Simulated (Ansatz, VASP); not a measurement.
# TiO2 in VASP and in Ansatz

```
Ti O
1.0
     1.39875    0.80757    4.19030
    -1.39875    0.80757    4.19030
     0.00000   -1.61514    4.19030
Ti O
1 2
Cartesian
  0.0000 0.0000 0.0000
  0.0000 0.0000 7.5646
  0.0000 0.0000 5.0063
```

Alike in both runs: task single point; functional PBE; dispersion D3(BJ); k mesh 9 × 9 × 9; occupations gaussian, width 0.05 eV; no spin polarisation; Hubbard terms Ti d U = 4.0 eV.

|  | VASP | Ansatz |
| --- | --- | --- |
| version | VASP 6.6.1 | Ansatz 0.2.0 |
| potentials or method | VASP PAW PBE potentials, release 64 (Ti_sv, O), cutoff 520 eV | scalar-relativistic, plane waves, PAW |
| valence electrons in the cell | 24 | 24 |

```tsv
	VASP	Ansatz	Ansatz less VASP
gap on the k mesh at the Fermi level (eV)	3.57	3.46	-0.115
least direct gap on the mesh (eV)	4.20	4.06	-0.134
rms of the force components (eV/Å)	3.140	2.877	-0.2626
```

The programs project onto different local orbitals, so the same U acts differently, and such runs can settle in different states. Atom by atom the forces differ by 0.263 eV/Å (rms over components).
